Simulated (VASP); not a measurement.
# InPt3 (Pm-3m) in VASP: vibrations by perturbation theory with LDA

Aim: the vibrations by perturbation theory of InPt3 with LDA.

All numbers are computed with VASP 6.6.1; they aren't measurements. Logs are shortened: lines on timing, memory, paths and dates and some standing lists are left out, and cuts for length are marked.

## 1. The cell of the first run

Symmetry: Pm-3m, No. 221, cubic system. Conventional cell: a = 3.896 Å, b = 3.896 Å, c = 3.896 Å, α = 90.00°, β = 90.00°, γ = 90.00°. Within 3.6 Å of In (site symmetry m-3m) lie 12 Pt at 2.76 Å. Within 3.6 Å of Pt (site symmetry 4/mmm) lie 4 In at 2.76 Å and 8 Pt at 2.76 Å.

## 2. Vibrations by perturbation theory, LDA

Input file INCAR:

```
PREC = Accurate
ENCUT = 520
EDIFF = 1E-8
ISMEAR = -1
SIGMA = 0.15
LREAL = False
LASPH = True
NELM = 80
ALGO = Normal
ISIF = 2
LWAVE = False
LCHARG = False
GGA = CA
IBRION = 8
NSW = 1
```

Input file KPOINTS:

```
Automatic mesh
0
Gamma
  12 12 12
```

Input file POSCAR:

```
InPt3
1.0
    3.8962432047      0.0000000000      0.0000000000
    0.0000000000      3.8962432047      0.0000000000
    0.0000000000      0.0000000000      3.8962432047
In Pt
1 3
Direct
    0.0000000000      0.0000000000      0.0000000000
    0.5000000000      0.5000000000      0.0000000000
    0.0000000000      0.5000000000      0.5000000000
    0.5000000000      0.0000000000      0.5000000000
```

Potentials or basis: VASP PAW LDA potentials, release 64 (In_d, Pt).

Run with:

```
$ cat potpaw_LDA.64/In_d/POTCAR potpaw_LDA.64/Pt/POTCAR > POTCAR
$ mpirun -np 1 vasp_std > vasp.out
```

OUTCAR:

```text
PREC = Accurate
   ENCUT = 520
   EDIFF = 1E-8
   ISMEAR = -1
   LREAL = False
   LASPH = True
   NELM = 80
   ISIF = 2
   GGA = CA
   IBRION = 8
   NSW = 1

 ion  position               nearest neighbor table
   1  0.000  0.000  0.000-   2 2.76   3 2.76   4 2.76   3 2.76   4 2.76   2 2.76   3 2.76   3 2.76
                             2 2.76   4 2.76   4 2.76   2 2.76
   2  0.500  0.500  0.000-   1 2.76   3 2.76   4 2.76   3 2.76   4 2.76   1 2.76   4 2.76   4 2.76
                             1 2.76   3 2.76   3 2.76   1 2.76
   3  0.000  0.500  0.500-   1 2.76   2 2.76   4 2.76   1 2.76   2 2.76   1 2.76   4 2.76   1 2.76
                             2 2.76   4 2.76   2 2.76   4 2.76
   4  0.500  0.000  0.500-   1 2.76   2 2.76   3 2.76   1 2.76   2 2.76   2 2.76   3 2.76   2 2.76
                             1 2.76   3 2.76   1 2.76   3 2.76

  LATTYP: Found a simple cubic cell.
 ALAT       =     3.8962432047

  Lattice vectors:

 A1 = (   3.8962432047,   0.0000000000,   0.0000000000)
 A2 = (   0.0000000000,   3.8962432047,   0.0000000000)
 A3 = (   0.0000000000,   0.0000000000,   3.8962432047)

Analysis of symmetry for initial positions (statically):
=====================================================================
 Subroutine PRICEL returns:
 Original cell was already a primitive cell.

 Routine SETGRP: Setting up the symmetry group for a
 simple cubic supercell.

 Subroutine GETGRP returns: Found 48 space group operations
 (whereof 48 operations were pure point group operations)
 out of a pool of 48 trial point group operations.

The static configuration has the point symmetry O_h .

Analysis of symmetry for dynamics (positions and initial velocities):
=====================================================================
 Subroutine PRICEL returns:
 Original cell was already a primitive cell.

 Routine SETGRP: Setting up the symmetry group for a
 simple cubic supercell.

 Subroutine GETGRP returns: Found 48 space group operations
 (whereof 48 operations were pure point group operations)
 out of a pool of 48 trial point group operations.

The dynamic configuration has the point symmetry O_h .

 Subroutine INISYM returns: Found 48 space group operations
 (whereof 48 operations are pure point group operations),
 and found     1 'primitive' translations

----------------------------------------------------------------------------------------

                                     Primitive cell

  volume of cell :      59.1477

  direct lattice vectors                    reciprocal lattice vectors
     3.896243205  0.000000000  0.000000000     0.256657490  0.000000000  0.000000000
     0.000000000  3.896243205  0.000000000     0.000000000  0.256657490  0.000000000
     0.000000000  0.000000000  3.896243205     0.000000000  0.000000000  0.256657490

  length of vectors
     3.896243205  3.896243205  3.896243205     0.256657490  0.256657490  0.256657490

  position of ions in fractional coordinates (direct lattice)
     0.000000000  0.000000000  0.000000000
     0.500000000  0.500000000  0.000000000
     0.000000000  0.500000000  0.500000000
     0.500000000  0.000000000  0.500000000

  ion indices of the primitive-cell ions
   primitive index   ion index
                 1           1
                 2           2
                 3           3
                 4           4

----------------------------------------------------------------------------------------

 KPOINTS: Automatic mesh

Automatic generation of k-mesh.
 Grid dimensions read from file:
 generate k-points for:   12   12   12

 Generating k-lattice:

  Cartesian coordinates                     Fractional coordinates (reciprocal lattice)
     0.021388124  0.000000000  0.000000000     0.083333333  0.000000000  0.000000000
     0.000000000  0.021388124  0.000000000     0.000000000  0.083333333  0.000000000
     0.000000000  0.000000000  0.021388124     0.000000000  0.000000000  0.083333333

  Length of vectors
     0.021388124  0.021388124  0.021388124
[... 67 lines left out ...]
   EMIN   =  10.00;   EMAX   =-10.00  energy-range for DOS
   EFERMI =   0.00;   METHOD = LEGACY
   ISMEAR =    -1;   SIGMA  =   0.15  broadening in eV -4-tet -1-fermi 0-gaus
   EFERMI_NEDOS =   21; number of points for ismear=-14 and -15
   IALGO  =     38    algorithm
   IMIX   =      4    mixing-type and parameters
     AMIX     =   0.40;   BMIX     =  1.00
     AMIX_MAG =   1.60;   BMIX_MAG =  1.00
  volume/ion in A,a.u.               =      14.79        99.79
  Fermi-wavevector in a.u.,A,eV,Ry     =   1.472035  2.781744 29.482305  2.166888
  Thomas-Fermi vector in A             =   2.587099
   LORBIT       =      0    0 simple, 1 ext, 2 COOP (PROOUT), +10 PAW based schemes
   GGA     = CA    functional components
   LHFCALC =     F    Hartree Fock is set to
   AEXX    =    0.0000 exact exchange contribution
   IVDW    =     0    specifies the selected vdW correction
   LEPSILON=     F    determine dielectric tensor
   LRPA    =     F    only Hartree local field effects (RPA)
 non-spin polarized calculation
  energy-cutoff  :      520.00
  volume of cell :       59.15
 maximum number of plane-waves:      1622
 NGX is ok and might be reduce to    30
   NGX = 15   NGY = 15   NGZ = 15

--------------------------------------- Ionic step        1  -------------------------------------------

 number of electron      42.9999993 magnetization

 Free energy of the ion-electron system (eV)
  ---------------------------------------------------
  ext. energy  EPLUGINS =         0.00000000
  ---------------------------------------------------
  free energy    TOTEN  =       -27.20507253 eV

  energy without entropy =      -27.02840172  energy(sigma->0) =      -27.11673712

 E-fermi :  12.3578     XC(G=0): -13.7243

 val. band max:       12.3504068214   @ k =   0.3333   0.1667   0.0833
 cond. band min:      12.3659877601   @ k =   0.2500   0.1667   0.0000
 fundamental gap:      0.0155809387
 Fermi energy:        12.3578449085

 k-point     1 :       0.0000    0.0000    0.0000
  band No.  band energies     occupation
      1      -2.2238      2.00000
      2      -2.2238      2.00000
      3      -2.1386      2.00000
      4      -2.1386      2.00000
      5      -2.1386      2.00000
      6       0.9654      2.00000
[... 661 lines left out ...]
     24      14.8165      0.00000
     25      19.3661      0.00000

 [... further k-points ...]
[... 5 lines left out ...]
  --------------------------------------------------------------------------------------
  -------------------------------------------------------------------------------------
  Total        5.9273643      5.9273643      5.9273643      0.0000000      0.0000000      0.0000000
  in kB      160.5587699    160.5587699    160.5587699      0.0000000      0.0000000      0.0000000
  external PRESSURE =     160.5587699 kB  Pullay stress =       0.0000000 kB

 VOLUME and BASIS-vectors are now :
 -----------------------------------------------------------------------------
  energy-cutoff  :      520.00
  volume of cell :       59.15
      direct lattice vectors                 reciprocal lattice vectors
     3.896243205  0.000000000  0.000000000     0.256657490  0.000000000  0.000000000
     0.000000000  3.896243205  0.000000000     0.000000000  0.256657490  0.000000000
     0.000000000  0.000000000  3.896243205     0.000000000  0.000000000  0.256657490

 POSITION                                       TOTAL-FORCE (eV/Angst)
 -----------------------------------------------------------------------------------
      0.00000      0.00000      0.00000         0.000000      0.000000      0.000000
      1.94812      1.94812      0.00000         0.000000      0.000000      0.000000
      0.00000      1.94812      1.94812         0.000000      0.000000      0.000000
      1.94812      0.00000      1.94812         0.000000      0.000000      0.000000
 -----------------------------------------------------------------------------------
    total drift:                                0.000000      0.000000     -0.000000

  FREE ENERGIE OF THE ION-ELECTRON SYSTEM (eV)
  ---------------------------------------------------
  free  energy   TOTEN  =       -27.2050725276 eV

  energy  without entropy=      -27.0284017184  energy(sigma->0) =      -27.11673712

[... ionic steps 2 to 3 ...]

--------------------------------------- Ionic step        4  -------------------------------------------

------------------------ aborting loop because EDIFF is reached ----------------------------------------
[... 7 lines left out ...]
[... ionic steps 8 to 8 ...]

--------------------------------------- Ionic step        9  -------------------------------------------

 Free energy of the ion-electron system (eV)
  ---------------------------------------------------
  ---------------------------------------------------
  free energy    TOTEN  =        -0.25485268 eV

  energy without entropy =       -0.25485269

------------------------ aborting loop because EDIFF is reached ----------------------------------------

 INTERNAL STRAIN TENSOR  FOR ION    2  DIRECTION 3   (eV/Angst):
 -----------------------------------------------------------------------------
     0.02563  0.00000  0.00000
     0.00000  0.02563 -0.00000
     0.00000 -0.00000 -0.03741

 INTERNAL STRAIN TENSOR FOR ION    4 for displacements in x,y,z  (eV/Angst):
          X           Y           Z          XY          YZ          ZX
  --------------------------------------------------------------------------------
  x     0.00000     0.00000     0.00000     0.00000     0.00000     0.00000
  y     0.00000     0.00000     0.00000     0.00000     0.00000     0.00000
  z     0.00000     0.00000     0.00000     0.00000     0.00000     0.00000

 SECOND DERIVATIVES (NOT SYMMETRIZED)
 ------------------------------------
               1X          1Y          1Z          2X          2Y          2Z          3X          3Y          3Z          4X          4Y          4Z
  1X   -11.200669    0.000000    0.000000    6.687010    0.000000   -0.000000   -2.173352    0.000000    0.000000    6.687010    0.000000   -0.000000
  1Y     0.000000  -11.200669   -0.000000   -0.000000    6.687010    0.000000    0.000000    6.687010    0.000000    0.000000   -2.173352   -0.000000
  1Z    -0.000000   -0.000000  -11.200669    0.000000    0.000000   -2.173352    0.000000    0.000000    6.687010    0.000000    0.000000    6.687010
  2X     6.684720    0.000000    0.000000  -13.102693    0.000000    0.000000    8.343034    0.000000    0.000000   -1.925061    0.000000    0.000000
  2Y     0.000000    6.684720    0.000000    0.000000  -13.102693    0.000000    0.000000   -1.925061    0.000000    0.000000    8.343034    0.000000
  2Z    -0.000000   -0.000000   -2.173224    0.000000   -0.000000  -14.445667   -0.000000    0.000000    8.309446    0.000000   -0.000000    8.309446
  3X    -2.173224   -0.000000    0.000000    8.309446   -0.000000   -0.000000  -14.445667   -0.000000   -0.000000    8.309446   -0.000000    0.000000
  3Y     0.000000    6.684720    0.000000    0.000000   -1.925061    0.000000    0.000000  -13.102693    0.000000    0.000000    8.343034    0.000000
  3Z     0.000000    0.000000    6.684720    0.000000    0.000000    8.343034    0.000000    0.000000  -13.102693    0.000000    0.000000   -1.925061
  4X     6.684720    0.000000    0.000000   -1.925061    0.000000    0.000000    8.343034    0.000000    0.000000  -13.102693    0.000000    0.000000
  4Y    -0.000000   -2.173224   -0.000000   -0.000000    8.309446   -0.000000   -0.000000    8.309446   -0.000000   -0.000000  -14.445667   -0.000000
  4Z     0.000000    0.000000    6.684720    0.000000    0.000000    8.343034    0.000000    0.000000   -1.925061    0.000000    0.000000  -13.102693

 Eigenvectors and eigenvalues of the dynamical matrix
 ----------------------------------------------------

   1 f  =    6.591504 THz    41.415641 2PiTHz  219.868905 cm-1    27.260258 meV
             X         Y         Z           dx          dy          dz
      0.000000  0.000000  0.000000    -0.573643   -0.170323   -0.000000
      1.948122  1.948122  0.000000     0.442798    0.131473    0.000000
      0.000000  1.948122  1.948122    -0.444722    0.131473    0.000000
      1.948122  0.000000  1.948122     0.442798   -0.132044    0.000000
[... 71 lines left out ...]
  12 f/i=    0.005369 THz     0.033734 2PiTHz    0.179088 cm-1     0.022204 meV
             X         Y         Z           dx          dy          dz
      0.000000  0.000000  0.000000    -0.079945    0.297755    0.261841
      1.948122  1.948122  0.000000    -0.104274    0.388372    0.342354
      0.000000  1.948122  1.948122    -0.104527    0.388372    0.341527
      1.948122  0.000000  1.948122    -0.104274    0.389312    0.341527

--------------------------------------------------------------------------------------------------------

 ELASTIC MODULI CONTR FROM IONIC RELAXATION (kBar)
 Direction    XX          YY          ZZ          XY          YZ          ZX
 --------------------------------------------------------------------------------
 XX           0.0000      0.0000      0.0000      0.0000      0.0000      0.0000
 YY           0.0000      0.0000      0.0000      0.0000      0.0000      0.0000
 ZZ           0.0000      0.0000      0.0000      0.0000      0.0000      0.0000
 XY           0.0000      0.0000      0.0000      0.0000      0.0000      0.0000
 YZ           0.0000      0.0000      0.0000      0.0000      0.0000      0.0000
 ZX           0.0000      0.0000      0.0000      0.0000      0.0000      0.0000
 --------------------------------------------------------------------------------
```

Run time: 34 min. Hardware: 1 thread of Oxide Virtual Turin-like, shared host; peak memory 0.96 GiB.

Results:

```yaml
Highest_phonon_frequency_at_Γ: 220 cm⁻¹
```

Phonon frequencies in cm⁻¹ (negative: imaginary):
```csv
q point,frequencies
"(0.000, 0.000, 0.000)",0 0 0 125 125 125 139 139 139 220 220 220
```

Caveat: the cell stands under pressure or tension, which shifts response properties; spin-orbit coupling is left out, which moves the levels of the heavy elements.
